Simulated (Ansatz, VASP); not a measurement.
# Two plane-wave programs on MgCd3Se4

INCAR

```
SYSTEM = MgCd3Se4
PREC     = Accurate       ! precision mode
ENCUT    = 600            ! plane-wave cutoff, eV
EDIFF    = 1E-7           ! SCF threshold, eV
ISMEAR   = 0              ! smearing method
SIGMA    = 0.1            ! smearing width, eV
LREAL    = .FALSE.        ! projectors in reciprocal space
LASPH    = .TRUE.         ! aspherical terms in the spheres
NELM     = 80             ! most SCF steps
ALGO     = Normal         ! electronic algorithm
ISIF     = 3              ! what is computed and relaxed
LWAVE    = .FALSE.        ! write WAVECAR
LCHARG   = .FALSE.        ! write CHGCAR
GGA      = PE             ! functional
IBRION   = 2              ! ionic algorithm
NSW      = 90             ! ionic steps
EDIFFG   = -0.04          ! ionic threshold
```

Contents of KPOINTS:

```
regular mesh
0
G
  4 4 4
  0 0 0
```

The input POSCAR:

```
MgCd3Se4
1.0
   -2.9338280100      2.9338280100      5.8676560200
    2.9338280100     -2.9338280100      5.8676560200
    2.9338280100      2.9338280100     -5.8676560200
Mg Cd Se
1 3 4
Direct
    0.0000000000      0.0000000000      0.0000000000
    0.7500000000      0.2500000000      0.5000000000
    0.2500000000      0.7500000000      0.5000000000
    0.5000000000      0.5000000000      0.0000000000
    0.5000000000      0.0000000000      0.5000000000
    0.0000000000      0.5000000000      0.5000000000
    0.2500000000      0.2500000000      0.0000000000
    0.7500000000      0.7500000000      0.0000000000
```

Input for Ansatz:

```yaml
crystal:
  lattice:
    - [-2.93382801, 2.93382801, 5.86765602]
    - [2.93382801, -2.93382801, 5.86765602]
    - [2.93382801, 2.93382801, -5.86765602]
  atoms:
    - { symbol: Mg, position: [0.0, 0.0, 0.0] }
    - { symbol: Cd, position: [0.75, 0.25, 0.5] }
    - { symbol: Cd, position: [0.25, 0.75, 0.5] }
    - { symbol: Cd, position: [0.5, 0.5, 0.0] }
    - { symbol: Se, position: [0.5, 0.0, 0.5] }
    - { symbol: Se, position: [0.0, 0.5, 0.5] }
    - { symbol: Se, position: [0.25, 0.25, 0.0] }
    - { symbol: Se, position: [0.75, 0.75, 0.0] }
basis:
  ecutwfc: 420
kpoints:
  mp_grid: { grid: [4, 4, 4] }
hamiltonian:
  xc: pbe
scf:
  occupations: { method: gaussian, width: 0.1 }
  lower_state_search: "off"
output:
  forces: true
  stress: true
  eigenvalues: true
relax:
  adjacent_minimum: "off"
  f_tol: 0.04
  max_steps: 70
  cell: { stress_tol: 0.4 }
```

Alike in both runs: task relaxation of cell and atoms; functional PBE; k mesh 4 × 4 × 4; occupations gaussian, width 0.1 eV; no spin polarisation.

|  | VASP | Ansatz |
| --- | --- | --- |
| version | VASP 6.6.1 | Ansatz 0.2.0 |
| potentials or method | VASP PAW PBE potentials, release 64 (Mg, Cd, Se), cutoff 600 eV | scalar-relativistic, plane waves, PAW |
| valence electrons in the cell | 62 | 134 |

VASP gave:

```
gap on the k mesh at the Fermi level, each at its own relaxed structure (eV) : none
relaxed volume (Å³/atom)                                                     : 23.06
relaxed length of the cell vector where the two differ most in proportion (Å)              : 6.979
```

Q: Estimate Ansatz's values.

A: gap on the k mesh at the Fermi level, each at its own relaxed structure (eV): none; relaxed volume (Å³/atom): 23.04; relaxed length of the cell vector where the two differ most in proportion (Å): 6.973.

A gap of «none» marks a metal or a gap that the smearing closes. VASP's potentials hold 62 valence electrons a cell and Ansatz's 134, so a difference there can come from the potentials and not from the codes.

The k mesh is coarse, so the values compare programs but aren't converged.
